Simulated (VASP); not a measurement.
# SnSe (I4/mmm) in VASP: further runs, part 4 of 4

VASP 6.6.1. Earlier steps stand in the parts before.

## 5. Single point, LDA (strain +0.000 along x and y, -0.025 along z)

INCAR reads:

```
SYSTEM = SnSe
ALGO     = Normal         ! electronic algorithm
EDIFF    = 1E-7           ! SCF threshold, eV
ENCUT    = 520            ! plane-wave cutoff, eV
ISIF     = 2              ! what is computed and relaxed
ISMEAR   = 0              ! smearing method
LASPH    = .True.         ! aspherical terms in the spheres
LCHARG   = .False.        ! write CHGCAR
LREAL    = .False.        ! projectors in reciprocal space
LWAVE    = .False.        ! write WAVECAR
NBANDS   = 17             ! bands
NELM     = 80             ! most SCF steps
PREC     = Accurate       ! precision mode
SIGMA    = 0.05           ! smearing width, eV
```

KPOINTS reads:

```
k-points
0
Gamma
  8 8 8
  0 0 0
```

POSCAR reads:

```
SnSe
1.0
    0.0000000000      3.0100000000      2.9347500000
    3.0100000000      0.0000000000      2.9347500000
    3.0100000000      3.0100000000      0.0000000000
Sn Se
1 1
Direct
    0.0000000000      0.0000000000      0.0000000000
    0.5000000000      0.5000000000      0.5000000000
```

Potentials or basis: VASP PAW LDA potentials, release 64 (Sn_d, Se).

Run with:

```bash
$ cat potpaw_LDA.64/Sn_d/POTCAR potpaw_LDA.64/Se/POTCAR > POTCAR
$ mpirun -np 1 vasp_std > vasp.out
```

OUTCAR:

```text
SYSTEM = SnSe
   EDIFF = 1E-7
   ENCUT = 520
   ISIF = 2
   ISMEAR = 0
   LASPH = .True.
   LREAL = .False.
   NELM = 80
   PREC = Accurate

 ion  position               nearest neighbor table
   1  0.000  0.000  0.000-   2 2.93   2 2.93   2 3.01   2 3.01   2 3.01   2 3.01
   2  0.500  0.500  0.500-   1 2.93   1 2.93   1 3.01   1 3.01   1 3.01   1 3.01

  LATTYP: Found a body centered tetragonal cell.
 ALAT       =     4.2567828227
 C/A-ratio  =     1.3788582233

  Lattice vectors:

 A1 = (   0.0000000000,  -3.0100000000,  -2.9347500000)
 A2 = (   0.0000000000,   3.0100000000,  -2.9347500000)
 A3 = (   3.0100000000,   0.0000000000,   2.9347500000)

Analysis of symmetry for initial positions (statically):
=====================================================================
 Subroutine PRICEL returns:
 Original cell was already a primitive cell.

 Routine SETGRP: Setting up the symmetry group for a
 body centered tetragonal supercell.

 Subroutine GETGRP returns: Found 16 space group operations
 (whereof 16 operations were pure point group operations)
 out of a pool of 16 trial point group operations.

The static configuration has the point symmetry D_4h.

Analysis of symmetry for dynamics (positions and initial velocities):
=====================================================================
 Subroutine PRICEL returns:
 Original cell was already a primitive cell.

 Routine SETGRP: Setting up the symmetry group for a
 body centered tetragonal supercell.

 Subroutine GETGRP returns: Found 16 space group operations
 (whereof 16 operations were pure point group operations)
 out of a pool of 16 trial point group operations.

The dynamic configuration has the point symmetry D_4h.

 Subroutine INISYM returns: Found 16 space group operations
 (whereof 16 operations are pure point group operations),
 and found     1 'primitive' translations

----------------------------------------------------------------------------------------

                                     Primitive cell

  volume of cell :      53.1783

  direct lattice vectors                    reciprocal lattice vectors
     0.000000000  3.010000000  2.934750000    -0.166112957  0.166112957  0.170372263
     3.010000000  0.000000000  2.934750000     0.166112957 -0.166112957  0.170372263
     3.010000000  3.010000000  0.000000000     0.166112957  0.166112957 -0.170372263

  length of vectors
     4.203909795  4.203909795  4.256782823     0.290196032  0.290196032  0.290196032

  position of ions in fractional coordinates (direct lattice)
     0.000000000  0.000000000  0.000000000
     0.500000000  0.500000000  0.500000000

  ion indices of the primitive-cell ions
   primitive index   ion index
                 1           1
                 2           2

----------------------------------------------------------------------------------------

 KPOINTS: k-points

Automatic generation of k-mesh.
 Grid dimensions read from file:
 generate k-points for:    8    8    8

 Generating k-lattice:

  Cartesian coordinates                     Fractional coordinates (reciprocal lattice)
    -0.020764120  0.020764120  0.021296533     0.125000000  0.000000000  0.000000000
     0.020764120 -0.020764120  0.021296533     0.000000000  0.125000000  0.000000000
     0.020764120  0.020764120 -0.021296533     0.000000000  0.000000000  0.125000000

  Length of vectors
     0.036274504  0.036274504  0.036274504

  Shift w.r.t. Gamma in fractional coordinates (k-lattice)
     0.000000000  0.000000000  0.000000000

 Subroutine IBZKPT returns following result:
 ===========================================

 Found     59 irreducible k-points:

 Following reciprocal coordinates:
            Coordinates               Weight
  0.000000  0.000000  0.000000      1.000000
  0.125000  0.000000  0.000000      8.000000
  0.250000  0.000000  0.000000      8.000000
  0.375000 -0.000000  0.000000      8.000000
  0.500000  0.000000  0.000000      4.000000
  0.125000  0.125000  0.000000      2.000000
[... 16 lines left out ...]
  0.250000 -0.000000  0.125000     16.000000
  0.375000  0.000000  0.125000     16.000000
 [... further k-points ...]
   k-points           NKPTS =     59   k-points in BZ     NKDIM =     59   number of bands    NBANDS=     17
   number of dos      NEDOS =    301   number of ions     NIONS =      2
   total plane-waves  NPLWV =  32768
   dimension x,y,z NGX =    32 NGY =   32 NGZ =   32
   dimension x,y,z NGXF=    64 NGYF=   64 NGZF=   64
   ions per type =               1   1
   NGX,Y,Z   is equivalent  to a cutoff of  12.65, 12.65, 12.50 a.u.
   NGXF,Y,Z  is equivalent  to a cutoff of  25.31, 25.31, 24.99 a.u.
 SYSTEM =  SnSe
   PREC   = accura    normal or accurate (medium, high low for compatibility)
   ISTART =      0    job   : 0-new  1-cont  2-samecut
   ICHARG =      2    charge: 1-file 2-atom 10-const
   ISPIN  =      1    spin polarized calculation?
   LNONCOLLINEAR =      F non collinear calculations
   LSORBIT =      F    spin-orbit coupling
   LASPH  =      T    aspherical Exc in radial PAW
   ENCUT  =  520.0 eV  38.22 Ry    6.18 a.u.   7.82  7.82  7.91*2*pi/ulx,y,z
   NELM   =     80;   NELMIN=  2; NELMDL= -5     # of ELM steps
   EDIFF  = 0.1E-06   stopping-criterion for ELM
   LREAL  =      F    real-space projection
   EDIFFG = 0.1E-05   stopping-criterion for IOM
   NSW    =      0    number of steps for IOM
   IBRION =     -1    ionic relax: 0-MD 1-quasi-New 2-CG
   NFREE  =      0    steps in history (QN), initial steepest desc. (CG)
   ISIF   =      2    stress and relaxation
   ISYM   =      2    0-nonsym 1-usesym 2-fastsym
   POTIM  = 0.5000    time-step for ionic-motion
   TEBEG  =    0.0;   TEEND  =   0.0 temperature during run
   PSTRESS=    0.0 pullay stress
   NELECT =      20.0000    total number of electrons
   NUPDOWN=      -1.0000    fix difference up-down
   EMIN   =  10.00;   EMAX   =-10.00  energy-range for DOS
   EFERMI =   0.00;   METHOD = LEGACY
   ISMEAR =     0;   SIGMA  =   0.05  broadening in eV -4-tet -1-fermi 0-gaus
   EFERMI_NEDOS =   21; number of points for ismear=-14 and -15
   IALGO  =     38    algorithm
   IMIX   =      4    mixing-type and parameters
     AMIX     =   0.40;   BMIX     =  1.00
     AMIX_MAG =   1.60;   BMIX_MAG =  1.00
  volume/ion in A,a.u.               =      26.59       179.43
  Fermi-wavevector in a.u.,A,eV,Ry     =   1.181699  2.233087 18.999340  1.396412
  Thomas-Fermi vector in A             =   2.317967
   LORBIT       =      0    0 simple, 1 ext, 2 COOP (PROOUT), +10 PAW based schemes
   GGA     = CA    functional components
   LHFCALC =     F    Hartree Fock is set to
   AEXX    =    0.0000 exact exchange contribution
   IVDW    =     0    specifies the selected vdW correction
   LEPSILON=     F    determine dielectric tensor
   LRPA    =     F    only Hartree local field effects (RPA)
 non-spin polarized calculation
 Gauss-broadening in eV      SIGMA  =   0.05
  energy-cutoff  :      520.00
  volume of cell :       53.18
 maximum number of plane-waves:      1452
   NGX = 15   NGY = 15   NGZ = 15

 number of electron      20.0000010 magnetization

 Free energy of the ion-electron system (eV)
  ---------------------------------------------------
  ext. energy  EPLUGINS =         0.00000000
  ---------------------------------------------------
  free energy    TOTEN  =        -9.48843233 eV

  energy without entropy =       -9.48843233  energy(sigma->0) =       -9.48843233

 E-fermi :   5.8806     XC(G=0):  -9.9940

 val. band max:        5.5924487415   @ k =   0.5000   0.0000   0.0000
 cond. band min:       6.3171749187   @ k =  -0.3750   0.1250   0.0000
 fundamental gap:      0.7247261772
 Fermi energy:         5.8805919385

 k-point     1 :       0.0000    0.0000    0.0000
  band No.  band energies     occupation
      1     -15.7867      2.00000
      2     -15.7828      2.00000
      3     -15.7774      2.00000
      4     -15.7765      2.00000
      5     -15.7765      2.00000
      6      -8.3345      2.00000
[... 9 lines left out ...]
     16      11.6752      0.00000
     17      13.7689      0.00000

 k-point     2 :       0.1250    0.0000    0.0000
  band No.  band energies     occupation
      1     -15.7873      2.00000
      2     -15.7821      2.00000
      3     -15.7783      2.00000
      4     -15.7753      2.00000
      5     -15.7747      2.00000
      6      -8.2195      2.00000
[... 9 lines left out ...]
     16      11.9779      0.00000
     17      14.7689      0.00000
[... 421 lines left out ...]
 k-point    24 :       0.3750    0.0000    0.1250
  band No.  band energies     occupation
      1     -15.7949      2.00000
      2     -15.7832      2.00000
      3     -15.7764      2.00000
      4     -15.7708      2.00000
      5     -15.7644      2.00000
      6      -7.5788      2.00000
[... 9 lines left out ...]
     16      14.9737      0.00000
     17      17.0375      0.00000

 [... further k-points ...]
[... 5 lines left out ...]
  --------------------------------------------------------------------------------------
  -------------------------------------------------------------------------------------
  Total       -1.0163867     -1.0163867      0.0663483      0.0000000      0.0000000      0.0000000
  in kB      -30.6221338    -30.6221338      1.9989695      0.0000000      0.0000000      0.0000000
  external PRESSURE =     -19.7484327 kB  Pullay stress =       0.0000000 kB

 VOLUME and BASIS-vectors are now :
 -----------------------------------------------------------------------------
  energy-cutoff  :      520.00
  volume of cell :       53.18
      direct lattice vectors                 reciprocal lattice vectors
     0.000000000  3.010000000  2.934750000    -0.166112957  0.166112957  0.170372263
     3.010000000  0.000000000  2.934750000     0.166112957 -0.166112957  0.170372263
     3.010000000  3.010000000  0.000000000     0.166112957  0.166112957 -0.170372263

 POSITION                                       TOTAL-FORCE (eV/Angst)
 -----------------------------------------------------------------------------------
      0.00000      0.00000      0.00000        -0.000000      0.000000      0.000000
      3.01000      3.01000      2.93475         0.000000     -0.000000      0.000000
 -----------------------------------------------------------------------------------
    total drift:                                0.000000     -0.000000     -0.000000

  FREE ENERGIE OF THE ION-ELECTRON SYSTEM (eV)
  ---------------------------------------------------
  free  energy   TOTEN  =        -9.4884323308 eV

  energy  without entropy=       -9.4884323308  energy(sigma->0) =       -9.48843233
```

It took 23 s on 1 thread of Intel Xeon Platinum 8559C (Emerald Rapids), shared host; peak memory 0.18 GiB.

What came out:

| Property | Result |
| --- | --- |
| Free energy | -9.4884 eV |
| Pressure | -2.0 GPa |
| Band gap on the k mesh | 0.72 eV, indirect (least direct gap 0.76 eV) |

Levels at points of the mesh, in eV from the valence-band top:
```csv
k point,band 7,band 8,band 9,band 10,band 11,band 12,band 13,band 14
"(0.00, 0.00, 0.00)",-4.98,-2.29,-2.04,-2.04,4.23,4.23,4.86,5.90
"(0.50, 0.00, 0.00)",-8.12,-1.88,-1.83,0.00,0.76,1.22,1.37,8.34
"(0.50, 0.50, 0.00)",-6.06,-5.57,-3.67,-3.67,2.97,5.43,5.43,6.39
"(0.50, 0.00, 0.50)",-5.95,-5.51,-3.75,-3.46,3.05,5.25,5.88,6.05
```

Caveat: the cell differs from its parent crystal (strain +0.000 along x and y, -0.025 along z); spin-orbit coupling is left out, which moves the levels of the heavy elements.

## 6. The runs side by side

```csv
cell,gap on the mesh (eV),pressure (GPa)
"a = 4.152, b = 4.152, c = 4.044 Å, angles 60.9, 60.9, 58.3°, 2 atoms",0.59,3.1
"a = 4.097, b = 4.097, c = 4.150 Å, angles 59.6, 59.6, 60.9°, 2 atoms",0.67,2.7
"a = 4.204, b = 4.204, c = 4.150 Å, angles 60.4, 60.4, 59.2°, 2 atoms",0.74,-0.6
"a = 4.204, b = 4.204, c = 4.257 Å, angles 59.6, 59.6, 60.8°, 2 atoms",0.72,-2.0
```

Alike in all rows: task single point; level LDA; potentials or basis VASP PAW LDA potentials, release 64 (Sn_d, Se); no spin polarisation; k mesh 8 × 8 × 8; cutoff (eV) 520; smearing gaussian 0.05 eV.

Caveats: spin-orbit coupling is left out, which moves the levels of the heavy elements.

Total energies depend on the potentials used, so only differences within one code and one set of settings carry meaning.
